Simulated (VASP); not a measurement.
# Si (P6_3/mmc) in VASP: notebook

Si is run at these levels: PBE; tasks: single point.

Everything below comes from runs of VASP 6.6.1. Logs are shortened: lines on timing, memory, paths and dates and some standing lists are left out, and cuts for length are marked.

### Step 1. The cell of the first run

It takes space group P6_3/mmc (No. 194, hexagonal). The conventional cell has a = 3.678 Å, b = 3.678 Å, c = 6.478 Å, α = 90.00°, β = 90.00°, γ = 120.00°. Si (site symmetry 3m) has 4 Si at 2.30 to 2.36 Å within 3.0 Å.

### Step 2. Single point, PBE (biaxial strain in the a-b plane: -4.5 %, then relaxed in part)

Contents of INCAR:

```
PREC = Accurate
ENCUT = 520
EDIFF = 1E-6
ISMEAR = 0
SIGMA = 0.02
LREAL = False
LASPH = True
NELM = 100
ALGO = Normal
ISIF = 2
LWAVE = False
LCHARG = True
GGA = PE
LELF = True
LVHAR = True
NBANDS = 16
```

Contents of KPOINTS:

```
Automatic mesh
0
Gamma
  12 12 6
```

Contents of POSCAR:

```
Si
1.0
    3.6779729980      0.0000000000      0.0000000000
   -1.8389864990      3.1852180507      0.0000000000
    0.0000000000      0.0000000000      6.4781108356
Si
4
Direct
    0.3333333333      0.6666666667      0.0674662576
    0.6666666667      0.3333333333      0.5674662576
    0.3333333333      0.6666666667      0.4325337424
    0.6666666667      0.3333333333      0.9325337424
```

Potentials or basis: VASP PAW PBE potentials, release 64 (Si).

On the command line:

```bash
$ cat potpaw_PBE.64/Si/POTCAR > POTCAR
$ mpirun -np 1 vasp_std > vasp.out
```

OUTCAR:

```text
PREC = Accurate
   ENCUT = 520
   EDIFF = 1E-6
   ISMEAR = 0
   LREAL = False
   LASPH = True
   NELM = 100
   ISIF = 2
   GGA = PE

 ion  position               nearest neighbor table
   1  0.333  0.667  0.067-   4 2.30   4 2.30   4 2.30   3 2.36
   2  0.667  0.333  0.567-   3 2.30   3 2.30   3 2.30   4 2.36
   3  0.333  0.667  0.433-   2 2.30   2 2.30   2 2.30   1 2.36
   4  0.667  0.333  0.933-   1 2.30   1 2.30   1 2.30   2 2.36

  LATTYP: Found a hexagonal cell.
 ALAT       =     3.6779729980
 C/A-ratio  =     1.7613263717

  Lattice vectors:

 A1 = (   3.6779729980,   0.0000000000,   0.0000000000)
 A2 = (  -1.8389864990,   3.1852180507,   0.0000000000)
 A3 = (   0.0000000000,   0.0000000000,   6.4781108356)

Analysis of symmetry for initial positions (statically):
=====================================================================
 Subroutine PRICEL returns:
 Original cell was already a primitive cell.

 Routine SETGRP: Setting up the symmetry group for a
 hexagonal supercell.

 Subroutine GETGRP returns: Found 24 space group operations
 (whereof 12 operations were pure point group operations)
 out of a pool of 24 trial point group operations.

The static configuration has the point symmetry D_3d.
 The point group associated with its full space group is D_6h.

Analysis of symmetry for dynamics (positions and initial velocities):
=====================================================================
 Subroutine PRICEL returns:
 Original cell was already a primitive cell.

 Routine SETGRP: Setting up the symmetry group for a
 hexagonal supercell.

 Subroutine GETGRP returns: Found 24 space group operations
 (whereof 12 operations were pure point group operations)
 out of a pool of 24 trial point group operations.

The dynamic configuration has the point symmetry D_3d.
 The point group associated with its full space group is D_6h.

 Subroutine INISYM returns: Found 24 space group operations
 (whereof 12 operations are pure point group operations),
 and found     1 'primitive' translations

----------------------------------------------------------------------------------------

                                     Primitive cell

  volume of cell :      75.8920

  direct lattice vectors                    reciprocal lattice vectors
     3.677972998  0.000000000  0.000000000     0.271888891  0.156975124  0.000000000
    -1.838986499  3.185218051  0.000000000     0.000000000  0.313950249  0.000000000
     0.000000000  0.000000000  6.478110836     0.000000000  0.000000000  0.154365991

  length of vectors
     3.677972998  3.677972998  6.478110836     0.313950249  0.313950249  0.154365991

  position of ions in fractional coordinates (direct lattice)
     0.333333333  0.666666667  0.067466258
     0.666666667  0.333333333  0.567466258
     0.333333333  0.666666667  0.432533742
     0.666666667  0.333333333  0.932533742

  ion indices of the primitive-cell ions
   primitive index   ion index
                 1           1
                 2           2
                 3           3
                 4           4

----------------------------------------------------------------------------------------

 KPOINTS: Automatic mesh

Automatic generation of k-mesh.
 Grid dimensions read from file:
 generate k-points for:   12   12    6

 Generating k-lattice:

  Cartesian coordinates                     Fractional coordinates (reciprocal lattice)
     0.022657408  0.013081260  0.000000000     0.083333333 -0.000000000  0.000000000
     0.000000000  0.026162521  0.000000000     0.000000000  0.083333333  0.000000000
     0.000000000  0.000000000  0.025727665     0.000000000  0.000000000  0.166666667

  Length of vectors
     0.026162521  0.026162521  0.025727665

  Shift w.r.t. Gamma in fractional coordinates (k-lattice)
     0.000000000  0.000000000  0.000000000

 Subroutine IBZKPT returns following result:
 ===========================================

 Found     76 irreducible k-points:

 Following reciprocal coordinates:
            Coordinates               Weight
  0.000000  0.000000  0.000000      1.000000
  0.083333  0.000000  0.000000      6.000000
  0.166667  0.000000  0.000000      6.000000
  0.250000  0.000000  0.000000      6.000000
  0.333333  0.000000  0.000000      6.000000
  0.416667  0.000000  0.000000      6.000000
[... 16 lines left out ...]
  0.250000  0.000000  0.166667     12.000000
  0.333333  0.000000  0.166667     12.000000
 [... further k-points ...]
   k-points           NKPTS =     76   k-points in BZ     NKDIM =     76   number of bands    NBANDS=     16
   number of dos      NEDOS =    301   number of ions     NIONS =      4
   total plane-waves  NPLWV =  37632
   dimension x,y,z NGX =    28 NGY =   28 NGZ =   48
   dimension x,y,z NGXF=    56 NGYF=   56 NGZF=   96
   ions per type =               4
   NGX,Y,Z   is equivalent  to a cutoff of  12.66, 12.66, 12.32 a.u.
   NGXF,Y,Z  is equivalent  to a cutoff of  25.31, 25.31, 24.64 a.u.
 SYSTEM =  unknown system
   PREC   = accura    normal or accurate (medium, high low for compatibility)
   ISTART =      0    job   : 0-new  1-cont  2-samecut
   ICHARG =      2    charge: 1-file 2-atom 10-const
   ISPIN  =      1    spin polarized calculation?
   LNONCOLLINEAR =      F non collinear calculations
   LSORBIT =      F    spin-orbit coupling
   LASPH  =      T    aspherical Exc in radial PAW
   ENCUT  =  520.0 eV  38.22 Ry    6.18 a.u.   6.84  6.84 12.04*2*pi/ulx,y,z
   NELM   =    100;   NELMIN=  2; NELMDL= -5     # of ELM steps
   EDIFF  = 0.1E-05   stopping-criterion for ELM
   LREAL  =      F    real-space projection
   EDIFFG = 0.1E-04   stopping-criterion for IOM
   NSW    =      0    number of steps for IOM
   IBRION =     -1    ionic relax: 0-MD 1-quasi-New 2-CG
   NFREE  =      0    steps in history (QN), initial steepest desc. (CG)
   ISIF   =      2    stress and relaxation
   ISYM   =      2    0-nonsym 1-usesym 2-fastsym
   POTIM  = 0.5000    time-step for ionic-motion
   TEBEG  =    0.0;   TEEND  =   0.0 temperature during run
   PSTRESS=    0.0 pullay stress
   NELECT =      16.0000    total number of electrons
   NUPDOWN=      -1.0000    fix difference up-down
   EMIN   =  10.00;   EMAX   =-10.00  energy-range for DOS
   EFERMI =   0.00;   METHOD = LEGACY
   ISMEAR =     0;   SIGMA  =   0.02  broadening in eV -4-tet -1-fermi 0-gaus
   EFERMI_NEDOS =   21; number of points for ismear=-14 and -15
   IALGO  =     38    algorithm
   IMIX   =      4    mixing-type and parameters
     AMIX     =   0.40;   BMIX     =  1.00
     AMIX_MAG =   1.60;   BMIX_MAG =  1.00
  volume/ion in A,a.u.               =      18.97       128.04
  Fermi-wavevector in a.u.,A,eV,Ry     =   0.974353  1.841259 12.916867  0.949363
  Thomas-Fermi vector in A             =   2.104805
   LORBIT       =      0    0 simple, 1 ext, 2 COOP (PROOUT), +10 PAW based schemes
   GGA     = PE    functional components
   LHFCALC =     F    Hartree Fock is set to
   AEXX    =    0.0000 exact exchange contribution
   IVDW    =     0    specifies the selected vdW correction
   LEPSILON=     F    determine dielectric tensor
   LRPA    =     F    only Hartree local field effects (RPA)
 non-spin polarized calculation
 Gauss-broadening in eV      SIGMA  =   0.02
  energy-cutoff  :      520.00
  volume of cell :       75.89
 maximum number of plane-waves:      2064
 NGX is ok and might be reduce to    28
   NGX = 13   NGY = 13   NGZ = 25

 number of electron      16.0000000 magnetization

 Free energy of the ion-electron system (eV)
  ---------------------------------------------------
  ext. energy  EPLUGINS =         0.00000000
  ---------------------------------------------------
  free energy    TOTEN  =       -21.41369207 eV

  energy without entropy =      -21.41369207  energy(sigma->0) =      -21.41369207

 E-fermi :   7.0080     XC(G=0):  -9.6285

 val. band max:        6.8843340470   @ k =   0.0000   0.0000   0.0000
 cond. band min:       7.0900468143   @ k =   0.3333   0.3333   0.0000
 fundamental gap:      0.2057127673
 Fermi energy:         7.0080388294

 k-point     1 :       0.0000    0.0000    0.0000
  band No.  band energies     occupation
      1      -5.9589      2.00000
      2      -3.8383      2.00000
      3      -1.0139      2.00000
      4       5.5087      2.00000
      5       5.5087      2.00000
      6       5.7985      2.00000
[... 8 lines left out ...]
     15      11.2086      0.00000
     16      12.8122      0.00000

 k-point     2 :       0.0833    0.0000    0.0000
  band No.  band energies     occupation
      1      -5.8693      2.00000
      2      -3.7473      2.00000
      3      -0.9533      2.00000
      4       4.7775      2.00000
      5       5.3063      2.00000
      6       5.7343      2.00000
[... 8 lines left out ...]
     15      11.8641      0.00000
     16      12.1939      0.00000

 k-point     3 :       0.1667    0.0000    0.0000
  band No.  band energies     occupation
      1      -5.6026      2.00000
      2      -3.4758      2.00000
      3      -0.7912      2.00000
      4       3.4520      2.00000
      5       4.8694      2.00000
      6       4.9310      2.00000
[... 8 lines left out ...]
     15      12.2725      0.00000
     16      12.5691      0.00000

 k-point     4 :       0.2500    0.0000    0.0000
  band No.  band energies     occupation
      1      -5.1663      2.00000
      2      -3.0300      2.00000
      3      -0.6243      2.00000
      4       2.2039      2.00000
      5       3.5055      2.00000
      6       4.4195      2.00000
[... 8 lines left out ...]
     15      13.1339      0.00000
     16      13.4634      0.00000
[... 324 lines left out ...]
 k-point    22 :       0.1667    0.0000    0.1667
  band No.  band energies     occupation
      1      -5.5178      2.00000
      2      -3.7683      2.00000
      3      -0.3430      2.00000
      4       3.5321      2.00000
      5       4.4121      2.00000
      6       4.9364      2.00000
[... 8 lines left out ...]
     15      12.0617      0.00000
     16      12.7763      0.00000

 k-point    23 :       0.2500    0.0000    0.1667
  band No.  band energies     occupation
      1      -5.0820      2.00000
      2      -3.3312      2.00000
      3      -0.2020      2.00000
      4       2.3172      2.00000
      5       3.1863      2.00000
      6       4.4876      2.00000
[... 8 lines left out ...]
     15      13.1507      0.00000
     16      13.3920      0.00000

 k-point    24 :       0.3333    0.0000    0.1667
  band No.  band energies     occupation
      1      -4.4968      2.00000
      2      -2.7492      2.00000
      3      -0.4459      2.00000
      4       1.6973      2.00000
      5       1.8884      2.00000
      6       4.1297      2.00000
[... 8 lines left out ...]
     15      14.3113      0.00000
     16      14.3725      0.00000

 [... further k-points ...]
[... 5 lines left out ...]
  --------------------------------------------------------------------------------------
  -------------------------------------------------------------------------------------
  Total        5.2999316      5.2999316     -0.0627530      0.0000000     -0.0000000      0.0000000
  in kB      111.8883231    111.8883231     -1.3247959      0.0000000     -0.0000000      0.0000000
  external PRESSURE =      74.1506168 kB  Pullay stress =       0.0000000 kB

 VOLUME and BASIS-vectors are now :
 -----------------------------------------------------------------------------
  energy-cutoff  :      520.00
  volume of cell :       75.89
      direct lattice vectors                 reciprocal lattice vectors
     3.677972998  0.000000000  0.000000000     0.271888891  0.156975124  0.000000000
    -1.838986499  3.185218051  0.000000000     0.000000000  0.313950249  0.000000000
     0.000000000  0.000000000  6.478110836     0.000000000  0.000000000  0.154365991

 POSITION                                       TOTAL-FORCE (eV/Angst)
 -----------------------------------------------------------------------------------
     -0.00000      2.12348      0.43705         0.000000      0.000000     -0.003354
      1.83899      1.06174      3.67611        -0.000000     -0.000000     -0.003354
     -0.00000      2.12348      2.80200         0.000000      0.000000      0.003354
      1.83899      1.06174      6.04106        -0.000000     -0.000000      0.003354
 -----------------------------------------------------------------------------------
    total drift:                               -0.000000      0.000000     -0.000000

  FREE ENERGIE OF THE ION-ELECTRON SYSTEM (eV)
  ---------------------------------------------------
  free  energy   TOTEN  =       -21.4136920666 eV

  energy  without entropy=      -21.4136920666  energy(sigma->0) =      -21.41369207
```

Wall time 94 s (1 thread of Intel Xeon 8259CL, shared host); peak memory 0.21 GiB.

Results:

| Quantity | Value |
| --- | --- |
| Free energy | -21.4137 eV |
| Pressure | 7.4 GPa |
| Largest force | 0.003 eV/Å |
| Band gap on the k mesh | 0.21 eV, indirect (least direct gap 1.24 eV) |

Forces in eV/Å, atoms in the order of the input:
```
Si   0.000  0.000 -0.003
Si   0.000  0.000 -0.003
Si   0.000  0.000  0.003
Si   0.000  0.000  0.003
```

Levels at points of the mesh, in eV from the valence-band top:
```
           k point  band 6  band 7  band 8  band 9  band 10  band 11
(0.00, 0.00, 0.00)   -1.09    0.00    0.00    1.24     1.75     2.09
(0.50, 0.00, 0.00)   -3.50   -3.13   -1.65    0.41     2.23     2.27
(0.00, 0.00, 0.50)   -0.83   -0.83   -0.83    2.33     2.33     3.01
(0.50, 0.00, 0.50)   -3.10   -2.54   -2.54    0.51     0.51     1.32
```

Caveat: the cell differs from its parent crystal (biaxial strain in the a-b plane: -4.5 %, then relaxed in part). A k mesh can miss the band edges.

### Step 3. Single point, PBE

Contents of INCAR:

```
SYSTEM = Si
PREC = Accurate ; ENCUT = 520
EDIFF = 1E-6 ; ISMEAR = 0
SIGMA = 0.02 ; LREAL = .FALSE.
LASPH = .TRUE. ; NELM = 80
ALGO = Normal ; ISIF = 2
LWAVE = .FALSE. ; LCHARG = .FALSE.
GGA = PE ; NBANDS = 16
```

Contents of KPOINTS:

```
regular mesh
0
G
  12 12 6
  0 0 0
```

POSCAR is that of step 2.

Potentials or basis: VASP PAW PBE potentials, release 64 (Si).

On the command line:

```bash
$ cat potpaw_PBE.64/Si/POTCAR > POTCAR
$ mpirun -np 1 vasp_std > vasp.out
```

Wall time 92 s (1 thread of Intel Xeon 8259CL, shared host); peak memory 0.21 GiB.

The run converged. Its results:

```
Free energy            : -21.4137 eV
Pressure               : 7.4 GPa
Largest force          : 0.003 eV/Å
Band gap on the k mesh : 0.21 eV, indirect (least direct gap 1.24 eV)
```

Forces in eV/Å, atoms in the order of the input:
```
Si   0.000  0.000 -0.003
Si   0.000  0.000 -0.003
Si   0.000  0.000  0.003
Si   0.000  0.000  0.003
```

Stress tensor (GPa, compression positive):
```
11.19  0.00  0.00
 0.00 11.19  0.00
 0.00  0.00 -0.13
```

Levels at points of the mesh, in eV from the valence-band top:
| k point | band 4 | band 5 | band 6 | band 7 | band 8 | band 9 | band 10 | band 11 | band 12 | band 13 |
| --- | --- | --- | --- | --- | --- | --- | --- | --- | --- | --- |
| (0.00, 0.00, 0.00) | -1.38 | -1.38 | -1.09 | 0.00 | 0.00 | 1.24 | 1.75 | 2.09 | 2.09 | 4.12 |
| (0.50, 0.00, 0.00) | -6.51 | -5.19 | -3.50 | -3.13 | -1.65 | 0.41 | 2.23 | 2.27 | 2.93 | 3.62 |
| (0.00, 0.00, 0.50) | -5.05 | -0.83 | -0.83 | -0.83 | -0.83 | 2.33 | 2.33 | 3.01 | 3.01 | 3.01 |
| (0.50, 0.00, 0.50) | -7.70 | -3.10 | -3.10 | -2.54 | -2.54 | 0.51 | 0.51 | 1.32 | 1.32 | 5.31 |
